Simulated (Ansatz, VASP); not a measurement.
**One calculation of GaP, two programs**

```xyz
2
Lattice="0.0000 2.7254 2.7254 2.7254 0.0000 2.7254 2.7254 2.7254 0.0000" Properties=species:S:1:pos:R:3 pbc="T T T"
Ga    0.0000    0.0000    0.0000
P     1.3627    1.3627    1.3627
```

Alike in both runs: task single point; functional PBE-based screened hybrid; k mesh 4 × 4 × 4; no spin polarisation.

|  | VASP | Ansatz |
| --- | --- | --- |
| version | VASP 6.6.1 | Ansatz 0.2.0 |
| potentials or method | VASP PAW PBE potentials, release 64 (Ga_d, P) | plane waves |
| plane-wave cutoff (eV) | 520 | 420 |
| occupations | gaussian, width 0.01 eV | fixed |
| valence electrons in the cell | 18 | 18 |

|  | VASP | Ansatz | Ansatz less VASP |
| --- | --- | --- | --- |
| gap on the k mesh at the Fermi level (eV) | 3.71 | 3.65 | -0.056 |
| pressure (GPa) | -1.4 | -0.8 | +0.59 |

VASP's potentials were made for PBE, not for PBE-based screened hybrid. Ansatz's warnings: stress exchange threshold loose, stress scf threshold loose.

The k mesh is coarse, so the values compare programs but aren't converged.
